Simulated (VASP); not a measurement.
Wanted: the native input for a VASP 6.6.1 run.

```yaml
Task: single point
Functional: PBEsol
Dispersion: D3(BJ)
Potentials_or_basis: VASP PAW PBE potentials, release 64 (C)
Cutoff: 520 eV
k_mesh: 18 × 18 × 6
Occupations: gaussian, width 0.15 eV
Spin: no spin polarisation
Dipole_correction: no
Further_INCAR_settings: ALGO = Normal; EDIFF = 1e-06; NBANDS = 16
```

The structure of C lies in POSCAR:

```
C
1.0
    2.4580081303     -0.3687012195      0.0000000000
   -1.5483086877      2.3130480933      0.0000000000
    0.0000000000      0.0000000000      6.9255097181
C
4
Direct
    0.0000000000      0.0000000000      0.0025000000
    0.0000000000      0.0000000000      0.5025000000
    0.3333333333      0.6666666667      0.0025000000
    0.6666666667      0.3333333333      0.5025000000
```

This cell differs from its parent crystal: engineering shear strain xy -0.3000, normal strain along z +0.0525.

One way to write it, as run:

INCAR

```
SYSTEM = C
ALGO = Normal
EDIFF = 1E-6
ENCUT = 520
GGA = PS
ISIF = 2
ISMEAR = 0
IVDW = 12
LASPH = .TRUE.
LCHARG = .TRUE.
LELF = .TRUE.
LREAL = .FALSE.
LVHAR = .TRUE.
LWAVE = .FALSE.
NBANDS = 16
NELM = 80
PREC = Accurate
SIGMA = 0.15
```

KPOINTS

```
k-points
0
G
  18 18 6
  0 0 0
```

Potentials or basis: VASP PAW PBE potentials, release 64 (C).

The run is started by

```console
$ cat potpaw_PBE.64/C/POTCAR > POTCAR
$ mpirun -np 1 vasp_std > vasp.out
```

Results of the run:

```
Pressure                   : 34.5 GPa
Largest force              : 5.717 eV/Å
Band gap on the k mesh     : 0.15 eV, indirect (least direct gap 0.16 eV)
Dispersion energy per atom : -0.089 eV
```

Caveat: the cell differs from its parent crystal (engineering shear strain xy -0.3000, normal strain along z +0.0525); the PAW data sets were made with another functional, which shifts forces and pressure a little.

It took 5.7 min on 1 thread of Intel(R) Xeon(R) Platinum 8259CL CPU @ 2.50GHz (Skylake/Cascade Lake), with other jobs on the host, peak memory 0.37 GiB.
